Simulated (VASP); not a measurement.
# HfSiO4 (I4_1/amd) in VASP: single point with PBE

Aim: the single point of HfSiO4 with PBE.

Everything below comes from runs of VASP 6.6.1. Logs are shortened: lines on timing, memory, paths and dates and some standing lists are left out, and cuts for length are marked.

## Step 1: The cell of the first run

Symmetry: I4_1/amd, No. 141, tetragonal system. Conventional cell: a = 6.645 Å, b = 6.645 Å, c = 6.015 Å, α = 90.00°, β = 90.00°, γ = 90.00°. Hf (site symmetry -4m2) has 8 O at 2.14 to 2.28 Å within 2.8 Å. Within 2.2 Å of Si (site symmetry -4m2) lie 4 O at 1.64 Å. O (site symmetry m) has 1 Si at 1.64 Å and 2 Hf at 2.14 to 2.28 Å within 2.3 Å.

## Step 2: Single point, PBE

Contents of INCAR:

```
ALGO = Normal ; EDIFF = 1E-6
ENCUT = 600 ; GGA = PE
GGA_COMPAT = False ; ISIF = 2
ISMEAR = 0 ; LASPH = True
LCHARG = True ; LELF = True
LREAL = False ; LVHAR = True
LWAVE = False ; NBANDS = 50
NELM = 120 ; PREC = Accurate
SIGMA = 0.02
```

Contents of KPOINTS:

```
k-points
0
Gamma
  6 6 6
```

Contents of POSCAR:

```
HfSiO4
1.0
   -3.3224354196      3.3224354196      3.0076888153
    3.3224354196     -3.3224354196      3.0076888153
    3.3224354196      3.3224354196     -3.0076888153
Hf Si O
2 2 8
Direct
    0.7500000000      0.2500000000      0.5000000000
    0.0000000000      0.0000000000      0.0000000000
    0.2500000000      0.7500000000      0.5000000000
    0.5000000000      0.5000000000      0.0000000000
    0.1347074028      0.3189130041      0.8157943987
    0.0689130041      0.7531186054      0.6842056013
    0.5031186054      0.3189130041      0.1842056013
    0.0689130041      0.3847074028      0.3157943987
    0.6152925972      0.9310869959      0.6842056013
    0.6810869959      0.8652925972      0.1842056013
    0.2468813946      0.9310869959      0.3157943987
    0.6810869959      0.4968813946      0.8157943987
```

Potentials or basis: VASP PAW PBE potentials, release 64 (Hf_pv, Si, O).

Run with:

```bash
> cat potpaw_PBE.64/Hf_pv/POTCAR potpaw_PBE.64/Si/POTCAR potpaw_PBE.64/O/POTCAR > POTCAR
> mpirun -np 1 vasp_std > vasp.out
```

OUTCAR:

```text
EDIFF = 1E-6
   ENCUT = 600
   GGA = PE
   ISIF = 2
   ISMEAR = 0
   LASPH = True
   LREAL = False
   NELM = 120
   PREC = Accurate

 ion  position               nearest neighbor table
   1  0.750  0.250  0.500-   7 2.14  12 2.14  10 2.14   5 2.14   6 2.28  11 2.28   9 2.28   8 2.28
                             3 3.01   3 3.01   2 3.65   2 3.65   2 3.65   2 3.65
   2  0.000  0.000  0.000-   6 2.14  11 2.14   9 2.14   8 2.14   7 2.28  12 2.28   5 2.28  10 2.28
                             4 3.01   4 3.01   1 3.65   1 3.65   1 3.65   1 3.65
   3  0.250  0.750  0.500-   6 1.64   8 1.64   9 1.64  11 1.64   1 3.01   1 3.01
   4  0.500  0.500  0.000-   5 1.64   7 1.64  10 1.64  12 1.64   2 3.01   2 3.01
   5  0.135  0.319  0.816-   4 1.64   1 2.14   2 2.28
   6  0.069  0.753  0.684-   3 1.64   2 2.14   1 2.28
   7  0.503  0.319  0.184-   4 1.64   1 2.14   2 2.28
   8  0.069  0.385  0.316-   3 1.64   2 2.14   1 2.28
   9  0.615  0.931  0.684-   3 1.64   2 2.14   1 2.28
  10  0.681  0.865  0.184-   4 1.64   1 2.14   2 2.28
  11  0.247  0.931  0.316-   3 1.64   2 2.14   1 2.28
  12  0.681  0.497  0.816-   4 1.64   1 2.14   2 2.28

  LATTYP: Found a body centered tetragonal cell.
 ALAT       =     6.6448708392
 C/A-ratio  =     0.9052662988

  Lattice vectors:

 A1 = (  -3.3224354196,   3.3224354196,   3.0076888153)
 A2 = (   3.3224354196,  -3.3224354196,   3.0076888153)
 A3 = (   3.3224354196,   3.3224354196,  -3.0076888153)

Analysis of symmetry for initial positions (statically):
=====================================================================
 Subroutine PRICEL returns:
 Original cell was already a primitive cell.

 Routine SETGRP: Setting up the symmetry group for a
 body centered tetragonal supercell.

 Subroutine GETGRP returns: Found 16 space group operations
 (whereof  8 operations were pure point group operations)
 out of a pool of 16 trial point group operations.

The static configuration has the point symmetry D_2d.
 The point group associated with its full space group is D_4h.

Analysis of symmetry for dynamics (positions and initial velocities):
=====================================================================
 Subroutine PRICEL returns:
 Original cell was already a primitive cell.

 Routine SETGRP: Setting up the symmetry group for a
 body centered tetragonal supercell.

 Subroutine GETGRP returns: Found 16 space group operations
 (whereof  8 operations were pure point group operations)
 out of a pool of 16 trial point group operations.

The dynamic configuration has the point symmetry D_2d.
 The point group associated with its full space group is D_4h.

 Subroutine INISYM returns: Found 16 space group operations
 (whereof  8 operations are pure point group operations),
 and found     1 'primitive' translations

----------------------------------------------------------------------------------------

                                     Primitive cell

  volume of cell :     132.8024

  direct lattice vectors                    reciprocal lattice vectors
    -3.322435420  3.322435420  3.007688815     0.000000000  0.150492015  0.166240602
     3.322435420 -3.322435420  3.007688815     0.150492015  0.000000000  0.166240602
     3.322435420  3.322435420 -3.007688815     0.150492015  0.150492015  0.000000000

  length of vectors
     5.578830186  5.578830186  5.578830186     0.224240461  0.224240461  0.212827848

  position of ions in fractional coordinates (direct lattice)
     0.750000000  0.250000000  0.500000000
     0.000000000  0.000000000  0.000000000
     0.250000000  0.750000000  0.500000000
     0.500000000  0.500000000  0.000000000
     0.134707403  0.318913004  0.815794399
     0.068913004  0.753118605  0.684205601
     0.503118605  0.318913004  0.184205601
     0.068913004  0.384707403  0.315794399
     0.615292597  0.931086996  0.684205601
     0.681086996  0.865292597  0.184205601
     0.246881395  0.931086996  0.315794399
     0.681086996  0.496881395  0.815794399

  ion indices of the primitive-cell ions
   primitive index   ion index
                 1           1
                 2           2
                 3           3
                 4           4
                 5           5
                 6           6
                 7           7
                 8           8
                 9           9
                10          10
                11          11
                12          12

----------------------------------------------------------------------------------------

 KPOINTS: k-points

Automatic generation of k-mesh.
 Grid dimensions read from file:
 generate k-points for:    6    6    6

 Generating k-lattice:

  Cartesian coordinates                     Fractional coordinates (reciprocal lattice)
     0.000000000  0.025082002  0.027706767     0.166666667  0.000000000  0.000000000
     0.025082002  0.000000000  0.027706767     0.000000000  0.166666667  0.000000000
     0.025082002  0.025082002  0.000000000     0.000000000  0.000000000  0.166666667

  Length of vectors
     0.037373410  0.037373410  0.035471308

  Shift w.r.t. Gamma in fractional coordinates (k-lattice)
     0.000000000  0.000000000  0.000000000

 Subroutine IBZKPT returns following result:
 ===========================================

 Found     30 irreducible k-points:

 Following reciprocal coordinates:
            Coordinates               Weight
  0.000000  0.000000  0.000000      1.000000
  0.166667  0.000000  0.000000      8.000000
  0.333333  0.000000 -0.000000      8.000000
  0.500000  0.000000 -0.000000      4.000000
  0.166667  0.166667 -0.000000      8.000000
  0.333333  0.166667  0.000000     16.000000
[... 16 lines left out ...]
 -0.333333 -0.333333  0.166667      8.000000
 -0.166667 -0.333333  0.166667      8.000000
 [... further k-points ...]
   k-points           NKPTS =     30   k-points in BZ     NKDIM =     30   number of bands    NBANDS=     50
   number of dos      NEDOS =    301   number of ions     NIONS =     12
   total plane-waves  NPLWV = 110592
   dimension x,y,z NGX =    48 NGY =   48 NGZ =   48
   dimension x,y,z NGXF=    96 NGYF=   96 NGZF=   96
   ions per type =               2   2   8
   NGX,Y,Z   is equivalent  to a cutoff of  14.30, 14.30, 14.30 a.u.
   NGXF,Y,Z  is equivalent  to a cutoff of  28.61, 28.61, 28.61 a.u.
 SYSTEM =  unknown system
   PREC   = accura    normal or accurate (medium, high low for compatibility)
   ISTART =      0    job   : 0-new  1-cont  2-samecut
   ICHARG =      2    charge: 1-file 2-atom 10-const
   ISPIN  =      1    spin polarized calculation?
   LNONCOLLINEAR =      F non collinear calculations
   LSORBIT =      F    spin-orbit coupling
   LASPH  =      T    aspherical Exc in radial PAW
   ENCUT  =  600.0 eV  44.10 Ry    6.64 a.u.  11.14 11.14 11.14*2*pi/ulx,y,z
   NELM   =    120;   NELMIN=  2; NELMDL= -5     # of ELM steps
   EDIFF  = 0.1E-05   stopping-criterion for ELM
   LREAL  =      F    real-space projection
[... 7 lines left out ...]
   TEBEG  =    0.0;   TEEND  =   0.0 temperature during run
   PSTRESS=    0.0 pullay stress
   NELECT =      76.0000    total number of electrons
   NUPDOWN=      -1.0000    fix difference up-down
   EMIN   =  10.00;   EMAX   =-10.00  energy-range for DOS
   EFERMI =   0.00;   METHOD = LEGACY
   ISMEAR =     0;   SIGMA  =   0.02  broadening in eV -4-tet -1-fermi 0-gaus
   EFERMI_NEDOS =   21; number of points for ismear=-14 and -15
   IALGO  =     38    algorithm
   IMIX   =      4    mixing-type and parameters
     AMIX     =   0.40;   BMIX     =  1.00
     AMIX_MAG =   1.60;   BMIX_MAG =  1.00
  volume/ion in A,a.u.               =      11.07        74.68
  Fermi-wavevector in a.u.,A,eV,Ry     =   1.359181  2.568480 25.135044  1.847374
  Thomas-Fermi vector in A             =   2.485951
   LORBIT       =      0    0 simple, 1 ext, 2 COOP (PROOUT), +10 PAW based schemes
   GGA     = PE    functional components
   LHFCALC =     F    Hartree Fock is set to
   AEXX    =    0.0000 exact exchange contribution
   IVDW    =     0    specifies the selected vdW correction
   LEPSILON=     F    determine dielectric tensor
   LRPA    =     F    only Hartree local field effects (RPA)
 non-spin polarized calculation
 Gauss-broadening in eV      SIGMA  =   0.02
  energy-cutoff  :      600.00
  volume of cell :      132.80
 maximum number of plane-waves:      4460
 NGX is ok and might be reduce to    48
   NGX = 23   NGY = 23   NGZ = 23

 number of electron      76.0000007 magnetization

 Free energy of the ion-electron system (eV)
  ---------------------------------------------------
  ext. energy  EPLUGINS =         0.00000000
  ---------------------------------------------------
  free energy    TOTEN  =      -108.68432430 eV

  energy without entropy =     -108.68432430  energy(sigma->0) =     -108.68432430

 E-fermi :   3.1473     XC(G=0): -10.9391

 val. band max:        3.0532567532   @ k =   0.0000   0.0000   0.0000
 cond. band min:       8.3255697353   @ k =   0.3333   0.3333   0.1667
 fundamental gap:      5.2723129821
 Fermi energy:         3.1473376430

 k-point     1 :       0.0000    0.0000    0.0000
  band No.  band energies     occupation
      1     -26.4106      2.00000
      2     -26.4106      2.00000
      3     -26.3503      2.00000
      4     -26.3413      2.00000
      5     -26.2557      2.00000
      6     -26.2557      2.00000
[... 42 lines left out ...]
     49      12.0389      0.00000
     50      12.6399      0.00000

 k-point     2 :       0.1667    0.0000    0.0000
  band No.  band energies     occupation
      1     -26.4119      2.00000
      2     -26.4099      2.00000
      3     -26.3494      2.00000
      4     -26.3412      2.00000
      5     -26.2595      2.00000
      6     -26.2545      2.00000
[... 1158 lines left out ...]
 k-point    24 :      -0.1667   -0.3333    0.1667
  band No.  band energies     occupation
      1     -26.4161      2.00000
      2     -26.4147      2.00000
      3     -26.3529      2.00000
      4     -26.3418      2.00000
      5     -26.2555      2.00000
      6     -26.2508      2.00000
[... 42 lines left out ...]
     49      11.6103      0.00000
     50      12.6215      0.00000

 [... further k-points ...]

------------------------ aborting loop because EDIFF is reached ----------------------------------------

  FORCE on cell =-STRESS in cart. coord.  units (eV):
  Direction    XX          YY          ZZ          XY          YZ          ZX
  --------------------------------------------------------------------------------------
  -------------------------------------------------------------------------------------
  Total       -1.6277130     -1.6277130     -1.4294346      0.0000000      0.0000000      0.0000000
  in kB      -19.6373296    -19.6373296    -17.2452252      0.0000000      0.0000000      0.0000000
  external PRESSURE =     -18.8399615 kB  Pullay stress =       0.0000000 kB

 VOLUME and BASIS-vectors are now :
 -----------------------------------------------------------------------------
  energy-cutoff  :      600.00
  volume of cell :      132.80
      direct lattice vectors                 reciprocal lattice vectors
    -3.322435420  3.322435420  3.007688815     0.000000000  0.150492015  0.166240602
     3.322435420 -3.322435420  3.007688815     0.150492015  0.000000000  0.166240602
     3.322435420  3.322435420 -3.007688815     0.150492015  0.150492015  0.000000000

 POSITION                                       TOTAL-FORCE (eV/Angst)
 -----------------------------------------------------------------------------------
     -0.00000      3.32244      1.50384        -0.000000      0.000000      0.000000
      0.00000      0.00000      0.00000        -0.000000      0.000000      0.000000
      3.32244     -0.00000      1.50384        -0.000000      0.000000      0.000000
      0.00000      0.00000      3.00769        -0.000000      0.000000      0.000000
      3.32244      2.09841     -1.08931        -0.000000     -0.120097     -0.126766
      4.54646      0.00000      0.41454         0.120097      0.000000     -0.126766
      0.00000      1.22402      1.91838        -0.000000      0.120097     -0.126766
      2.09841      0.00000      0.41454        -0.120097      0.000000     -0.126766
      3.32244      1.22402      2.59315        -0.000000      0.120097      0.126766
      1.22402      0.00000      4.09700         0.120097      0.000000      0.126766
      3.32244     -1.22402      2.59315        -0.000000     -0.120097      0.126766
      2.09841      3.32244      1.08931        -0.120097      0.000000      0.126766
 -----------------------------------------------------------------------------------
    total drift:                                0.000000      0.000000     -0.000000

  FREE ENERGIE OF THE ION-ELECTRON SYSTEM (eV)
  ---------------------------------------------------
  free  energy   TOTEN  =      -108.6843242993 eV

  energy  without entropy=     -108.6843242993  energy(sigma->0) =     -108.68432430
```

It took 6 min on 1 thread of Oxide Virtual Turin-like, shared host; peak memory 0.39 GiB.

What came out:

```yaml
Free_energy: -108.6843 eV
Pressure: -1.9 GPa
Largest_force: 0.175 eV/Å
Band_gap_on_the_k_mesh: 5.27 eV (least direct gap 5.60 eV)
```

Forces in eV/Å, atoms in the order of the input:
```
Hf   0.000  0.000  0.000
Hf   0.000  0.000  0.000
Si   0.000  0.000  0.000
Si   0.000  0.000  0.000
O    0.000 -0.120 -0.127
O    0.120  0.000 -0.127
O    0.000  0.120 -0.127
O   -0.120  0.000 -0.127
O    0.000  0.120  0.127
O    0.120  0.000  0.127
O    0.000 -0.120  0.127
O   -0.120  0.000  0.127
```

Stress tensor (GPa, compression positive):
```
-1.96  0.00  0.00
 0.00 -1.96  0.00
 0.00  0.00 -1.72
```

Caveat: spin-orbit coupling is left out, which moves the levels of the heavy elements.
